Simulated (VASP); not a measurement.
Input of a VASP 6.6.1 run:

The input INCAR:

```
SYSTEM = MgCd2S3
ALGO = Normal
EDIFF = 1E-6
ENCUT = 520
GGA = PE
ISIF = 2
ISMEAR = 0
LASPH = .True.
LCHARG = .True.
LELF = .True.
LREAL = .False.
LVHAR = .True.
LWAVE = .False.
NBANDS = 31
NELM = 60
PREC = Accurate
SIGMA = 0.02
```

File KPOINTS:

```
k-points
0
Gamma
  10 10 10
  0 0 0
```

POSCAR

```
MgCd2S3
1.0
   -2.0914389514      2.0914389514      8.8304188860
    2.0914389514     -2.0914389514      8.8304188860
    2.0914389514      2.0914389514     -8.8304188860
Mg Cd S
1 2 3
Direct
    0.0000000000      0.0000000000      0.0000000000
    0.3359990029      0.3359990029      0.0000000000
    0.6640009971      0.6640009971      0.0000000000
    0.2500000000      0.7500000000      0.5000000000
    0.5776850881      0.0776850881      0.5000000000
    0.9223149119      0.4223149119      0.5000000000
```

Potentials or basis: VASP PAW PBE potentials, release 64 (Mg, Cd, S).

Run with:

```sh
$ cat potpaw_PBE.64/Mg/POTCAR potpaw_PBE.64/Cd/POTCAR potpaw_PBE.64/S/POTCAR > POTCAR
$ mpirun -np 1 vasp_std > vasp.out
```

(1) Predict the band gap on the k mesh.

(2) Estimate the largest force.

(3) Estimate the pressure.

## Answers

(1) 1.58 eV.

(2) 0.040 eV/Å.

(3) -1.4 GPa.
